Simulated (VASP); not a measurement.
# LiOs2 (P4/mmm) in VASP: single point with PBE

Aim: the single point of LiOs2 with PBE.

Program: VASP 6.6.1. These are calculated values, not measurements. Logs are shortened: lines on timing, memory, paths and dates and some standing lists are left out, and cuts for length are marked.

## (1) The cell of the first run

It takes space group P4/mmm (No. 123, tetragonal). The conventional cell has a = 3.465 Å, b = 3.465 Å, c = 4.676 Å, α = 90.00°, β = 90.00°, γ = 90.00°. Li (site symmetry 4/mmm) has 8 Os at 2.91 Å and 4 Li at 3.47 Å within 3.8 Å. Within 3.2 Å of Os (site symmetry mmm) lie 4 Os at 2.45 Å and 4 Li at 2.91 Å.

The cell was generated, and may not be a known phase.

## (2) Single point, PBE

INCAR reads:

```
SYSTEM = LiOs2
  PREC = Accurate
  ENCUT = 520
  EDIFF = 1E-6
  ISMEAR = 0
  SIGMA = 0.1
  LREAL = .False.
  LASPH = .True.
  NELM = 100
  ALGO = Fast
  ISIF = 2
  LWAVE = .False.
  LCHARG = .False.
  GGA = PE
  NBANDS = 16
```

KPOINTS reads:

```
Automatic mesh
0
Gamma
  14 14 10
  0 0 0
```

POSCAR reads:

```
LiOs2
1.0
    3.4650334074      0.0000000000      0.0000000000
    0.0000000000      3.4650334074      0.0000000000
    0.0000000000      0.0000000000      4.6759921000
Li Os
1 2
Direct
    0.5000000000      0.5000000000      0.0000000000
    0.0000000000      0.5000000000      0.5000000000
    0.5000000000      0.0000000000      0.5000000000
```

Potentials or basis: VASP PAW PBE potentials, release 64 (Li_sv, Os).

Launch:

```bash
cat potpaw_PBE.64/Li_sv/POTCAR potpaw_PBE.64/Os/POTCAR > POTCAR
mpirun -np 1 vasp_std > vasp.out
```

OUTCAR:

```text
SYSTEM = LiOs2
   PREC = Accurate
   ENCUT = 520
   EDIFF = 1E-6
   ISMEAR = 0
   LREAL = .False.
   LASPH = .True.
   NELM = 100
   ISIF = 2
   GGA = PE

 ion  position               nearest neighbor table
   1  0.500  0.500  0.000-   2 2.91   3 2.91   2 2.91   3 2.91   3 2.91   3 2.91   2 2.91   2 2.91

   2  0.000  0.500  0.500-   3 2.45   3 2.45   3 2.45   3 2.45   1 2.91   1 2.91   1 2.91   1 2.91

   3  0.500  0.000  0.500-   2 2.45   2 2.45   2 2.45   2 2.45   1 2.91   1 2.91   1 2.91   1 2.91

  LATTYP: Found a simple tetragonal cell.
 ALAT       =     3.4650334074
 C/A-ratio  =     1.3494796587

  Lattice vectors:

 A1 = (   3.4650334074,   0.0000000000,   0.0000000000)
 A2 = (   0.0000000000,   3.4650334074,   0.0000000000)
 A3 = (   0.0000000000,   0.0000000000,   4.6759921000)

Analysis of symmetry for initial positions (statically):
=====================================================================
 Subroutine PRICEL returns:
 Original cell was already a primitive cell.

 Routine SETGRP: Setting up the symmetry group for a
 simple tetragonal supercell.

 Subroutine GETGRP returns: Found 16 space group operations
 (whereof 16 operations were pure point group operations)
 out of a pool of 16 trial point group operations.

The static configuration has the point symmetry D_4h.

Analysis of symmetry for dynamics (positions and initial velocities):
=====================================================================
 Subroutine PRICEL returns:
 Original cell was already a primitive cell.

 Routine SETGRP: Setting up the symmetry group for a
 simple tetragonal supercell.

 Subroutine GETGRP returns: Found 16 space group operations
 (whereof 16 operations were pure point group operations)
 out of a pool of 16 trial point group operations.

The dynamic configuration has the point symmetry D_4h.

 Subroutine INISYM returns: Found 16 space group operations
 (whereof 16 operations are pure point group operations),
 and found     1 'primitive' translations

----------------------------------------------------------------------------------------

                                     Primitive cell

  volume of cell :      56.1421

  direct lattice vectors                    reciprocal lattice vectors
     3.465033407  0.000000000  0.000000000     0.288597506  0.000000000  0.000000000
     0.000000000  3.465033407  0.000000000     0.000000000  0.288597506  0.000000000
     0.000000000  0.000000000  4.675992100     0.000000000  0.000000000  0.213858360

  length of vectors
     3.465033407  3.465033407  4.675992100     0.288597506  0.288597506  0.213858360

  position of ions in fractional coordinates (direct lattice)
     0.500000000  0.500000000  0.000000000
     0.000000000  0.500000000  0.500000000
     0.500000000  0.000000000  0.500000000

  ion indices of the primitive-cell ions
   primitive index   ion index
                 1           1
                 2           2
                 3           3

----------------------------------------------------------------------------------------

 KPOINTS: Automatic mesh

Automatic generation of k-mesh.
 Grid dimensions read from file:
 generate k-points for:   14   14   10

 Generating k-lattice:

  Cartesian coordinates                     Fractional coordinates (reciprocal lattice)
     0.020614108  0.000000000  0.000000000     0.071428571  0.000000000  0.000000000
     0.000000000  0.020614108  0.000000000     0.000000000  0.071428571  0.000000000
     0.000000000  0.000000000  0.021385836     0.000000000  0.000000000  0.100000000

  Length of vectors
     0.020614108  0.020614108  0.021385836

  Shift w.r.t. Gamma in fractional coordinates (k-lattice)
     0.000000000  0.000000000  0.000000000

 Subroutine IBZKPT returns following result:
 ===========================================

 Found    216 irreducible k-points:

 Following reciprocal coordinates:
            Coordinates               Weight
  0.000000  0.000000  0.000000      1.000000
  0.071429  0.000000  0.000000      4.000000
  0.142857  0.000000  0.000000      4.000000
  0.214286  0.000000  0.000000      4.000000
  0.285714  0.000000  0.000000      4.000000
  0.357143  0.000000  0.000000      4.000000
[... 16 lines left out ...]
  0.285714  0.214286  0.000000      8.000000
  0.357143  0.214286  0.000000      8.000000
 [... further k-points ...]
   k-points           NKPTS =    216   k-points in BZ     NKDIM =    216   number of bands    NBANDS=     16
   number of dos      NEDOS =    301   number of ions     NIONS =      3
   total plane-waves  NPLWV =  28224
   dimension x,y,z NGX =    28 NGY =   28 NGZ =   36
   dimension x,y,z NGXF=    56 NGYF=   56 NGZF=   72
   ions per type =               1   2
   NGX,Y,Z   is equivalent  to a cutoff of  13.43, 13.43, 12.80 a.u.
   NGXF,Y,Z  is equivalent  to a cutoff of  26.87, 26.87, 25.60 a.u.
 SYSTEM =  LiOs2
   PREC   = accura    normal or accurate (medium, high low for compatibility)
   ISTART =      0    job   : 0-new  1-cont  2-samecut
   ICHARG =      2    charge: 1-file 2-atom 10-const
   ISPIN  =      1    spin polarized calculation?
   LNONCOLLINEAR =      F non collinear calculations
   LSORBIT =      F    spin-orbit coupling
   LASPH  =      T    aspherical Exc in radial PAW
   ENCUT  =  520.0 eV  38.22 Ry    6.18 a.u.   6.44  6.44  8.69*2*pi/ulx,y,z
   NELM   =    100;   NELMIN=  2; NELMDL= -5     # of ELM steps
   EDIFF  = 0.1E-05   stopping-criterion for ELM
   LREAL  =      F    real-space projection
[... 7 lines left out ...]
   TEBEG  =    0.0;   TEEND  =   0.0 temperature during run
   PSTRESS=    0.0 pullay stress
   NELECT =      19.0000    total number of electrons
   NUPDOWN=      -1.0000    fix difference up-down
   EMIN   =  10.00;   EMAX   =-10.00  energy-range for DOS
   EFERMI =   0.00;   METHOD = LEGACY
   ISMEAR =     0;   SIGMA  =   0.10  broadening in eV -4-tet -1-fermi 0-gaus
   EFERMI_NEDOS =   21; number of points for ismear=-14 and -15
   IALGO  =     68    algorithm
   IMIX   =      4    mixing-type and parameters
     AMIX     =   0.40;   BMIX     =  1.00
     AMIX_MAG =   1.60;   BMIX_MAG =  1.00
  volume/ion in A,a.u.               =      18.71       126.29
  Fermi-wavevector in a.u.,A,eV,Ry     =   1.140853  2.155900 17.708614  1.301546
  Thomas-Fermi vector in A             =   2.277555
   LORBIT       =      0    0 simple, 1 ext, 2 COOP (PROOUT), +10 PAW based schemes
   GGA     = PE    functional components
   LHFCALC =     F    Hartree Fock is set to
   AEXX    =    0.0000 exact exchange contribution
   IVDW    =     0    specifies the selected vdW correction
   LEPSILON=     F    determine dielectric tensor
   LRPA    =     F    only Hartree local field effects (RPA)
 non-spin polarized calculation
 RMM-DIIS sequential band-by-band and
 Gauss-broadening in eV      SIGMA  =   0.10
  energy-cutoff  :      520.00
  volume of cell :       56.14
 maximum number of plane-waves:      1531
 NGX is ok and might be reduce to    28
   NGX = 13   NGY = 13   NGZ = 17

 number of electron      19.0000000 magnetization

 Free energy of the ion-electron system (eV)
  ---------------------------------------------------
  ext. energy  EPLUGINS =         0.00000000
  ---------------------------------------------------
  free energy    TOTEN  =       -21.47389709 eV

  energy without entropy =      -21.45929445  energy(sigma->0) =      -21.46659577

 E-fermi :   3.6438     XC(G=0): -10.3759

 val. band max:        3.6432435504   @ k =   0.3571   0.0714   0.5000
 cond. band min:       3.6463823198   @ k =   0.5000   0.0714   0.3000
 fundamental gap:      0.0031387694
 Fermi energy:         3.6438398410

 k-point     1 :       0.0000    0.0000    0.0000
  band No.  band energies     occupation
      1     -41.6596      2.00000
      2      -4.5458      2.00000
      3      -3.2435      2.00000
      4      -2.5691      2.00000
      5      -0.1462      2.00000
      6       0.6845      2.00000
[... 8 lines left out ...]
     15      10.0924      0.00000
     16      10.5469      0.00000

 k-point     2 :       0.0714    0.0000    0.0000
  band No.  band energies     occupation
      1     -41.6595      2.00000
      2      -4.4352      2.00000
      3      -3.1554      2.00000
      4      -2.4832      2.00000
      5      -0.1033      2.00000
      6       0.6757      2.00000
[... 8 lines left out ...]
     15      10.6198      0.00000
     16      10.7951      0.00000

 k-point     3 :       0.1429    0.0000    0.0000
  band No.  band energies     occupation
      1     -41.6593      2.00000
      2      -4.1080      2.00000
      3      -2.8953      2.00000
      4      -2.2269      2.00000
      5       0.0248      2.00000
      6       0.6546      2.00000
[... 8 lines left out ...]
     15      10.7032      0.00000
     16      11.4560      0.00000

 k-point     4 :       0.2143    0.0000    0.0000
  band No.  band energies     occupation
      1     -41.6590      2.00000
      2      -3.5794      2.00000
      3      -2.4778      2.00000
      4      -1.8042      2.00000
      5       0.2357      2.00000
      6       0.6354      2.00000
[... 8 lines left out ...]
     15      10.7959      0.00000
     16      12.0045      0.00000
[... 324 lines left out ...]
 k-point    22 :       0.2143    0.2143    0.0000
  band No.  band energies     occupation
      1     -41.6584      2.00000
      2      -3.2221      2.00000
      3      -1.7160      2.00000
      4      -0.7271      2.00000
      5      -0.0273      2.00000
      6       0.6992      2.00000
[... 8 lines left out ...]
     15      10.9506      0.00000
     16      11.0916      0.00000

 k-point    23 :       0.2857    0.2143    0.0000
  band No.  band energies     occupation
      1     -41.6581      2.00000
      2      -2.8724      2.00000
      3      -1.1681      2.00000
      4      -0.1793      2.00000
      5      -0.0942      2.00000
      6       0.9504      2.00000
[... 8 lines left out ...]
     15      10.9621      0.00000
     16      11.2692      0.00000

 k-point    24 :       0.3571    0.2143    0.0000
  band No.  band energies     occupation
      1     -41.6578      2.00000
      2      -2.3852      2.00000
      3      -0.5792      2.00000
      4      -0.2591      2.00000
      5       0.4895      2.00000
      6       0.5656      2.00000
[... 8 lines left out ...]
     15      11.1261      0.00000
     16      11.4689      0.00000

 [... further k-points ...]

------------------------ aborting loop because EDIFF is reached ----------------------------------------

  FORCE on cell =-STRESS in cart. coord.  units (eV):
  Direction    XX          YY          ZZ          XY          YZ          ZX
  --------------------------------------------------------------------------------------
  -------------------------------------------------------------------------------------
  Total       -0.1946296     -0.1946296     -0.0250836      0.0000000      0.0000000      0.0000000
  in kB       -5.5543182     -5.5543182     -0.7158329      0.0000000      0.0000000      0.0000000
  external PRESSURE =      -3.9414898 kB  Pullay stress =       0.0000000 kB

 VOLUME and BASIS-vectors are now :
 -----------------------------------------------------------------------------
  energy-cutoff  :      520.00
  volume of cell :       56.14
      direct lattice vectors                 reciprocal lattice vectors
     3.465033407  0.000000000  0.000000000     0.288597506  0.000000000  0.000000000
     0.000000000  3.465033407  0.000000000     0.000000000  0.288597506  0.000000000
     0.000000000  0.000000000  4.675992100     0.000000000  0.000000000  0.213858360

 POSITION                                       TOTAL-FORCE (eV/Angst)
 -----------------------------------------------------------------------------------
      1.73252      1.73252      0.00000         0.000000      0.000000      0.000000
      0.00000      1.73252      2.33800         0.000000      0.000000      0.000000
      1.73252      0.00000      2.33800         0.000000      0.000000      0.000000
 -----------------------------------------------------------------------------------
    total drift:                                0.000000      0.000000      0.000000

  FREE ENERGIE OF THE ION-ELECTRON SYSTEM (eV)
  ---------------------------------------------------
  free  energy   TOTEN  =       -21.4738970880 eV

  energy  without entropy=      -21.4592944485  energy(sigma->0) =      -21.46659577
```

It took 7 min on 1 thread of Oxide Virtual Turin-like, shared host; peak memory 0.27 GiB.

What came out:

```yaml
Free_energy: -21.4739 eV
Band_gap_on_the_k_mesh: zero (an odd number of electrons rules out a gap without spin polarisation)
```

Levels at points of the mesh, in eV from the Fermi level:
| k point | band 7 | band 8 | band 9 | band 10 | band 11 | band 12 |
| --- | --- | --- | --- | --- | --- | --- |
| (0.00, 0.00, 0.00) | -2.96 | 0.38 | 0.72 | 1.43 | 1.43 | 3.22 |
| (0.50, 0.00, 0.00) | -2.25 | -2.10 | -1.78 | -1.16 | -1.00 | -0.41 |
| (0.50, 0.50, 0.00) | -1.63 | -0.56 | -0.56 | 0.72 | 1.03 | 2.03 |
| (0.00, 0.00, 0.50) | -2.69 | -1.73 | 0.75 | 1.40 | 1.40 | 3.22 |
| (0.50, 0.00, 0.50) | -2.24 | -1.27 | -1.10 | -1.07 | -0.97 | -0.23 |
| (0.50, 0.50, 0.50) | -0.63 | -0.52 | -0.52 | 0.63 | 1.70 | 2.01 |

Caveat: the cutoff is under 1.25 times the usual one of these potentials, so pressure, stress and relaxed cells hold a basis-set (Pulay) error; spin-orbit coupling is left out, which moves the levels of the heavy elements.
